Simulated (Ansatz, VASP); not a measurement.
## RbBr in VASP and in Ansatz

```
Rb Br
1.0
     4.09820    0.12920    0.12920
     0.12920    4.09820    0.12920
     0.12920    0.12920    4.09820
Rb Br
1 1
Direct
  0.00000 0.00000 0.00000
  0.50000 0.50000 0.50000
```

Change from the starting cell: epitaxial_111 strain -3.9%.

Alike in both runs: task single point; functional r2SCAN; k mesh 6 × 6 × 6; no spin polarisation.

|  | VASP | Ansatz |
| --- | --- | --- |
| version | VASP 6.6.1 | Ansatz 0.2.0 |
| potentials or method | VASP PAW PBE potentials, release 64 (Rb_sv, Br) | plane waves, PAW |
| plane-wave cutoff (eV) | 520 | 500 |
| occupations | gaussian, width 0.01 eV | fixed |
| valence electrons in the cell | 16 | 16 |

|  | VASP | Ansatz | Ansatz less VASP |
| --- | --- | --- | --- |
| gap on the k mesh at the Fermi level (eV) | 4.93 | 4.93 | -0.003 |
| pressure (GPa) | 0.7 | 0.7 | -0.03 |
| traceless stress, the component that is largest in VASP (GPa) | -0.35 | -0.35 | +0.004 |

VASP's potentials were made for PBE, not for r2SCAN.
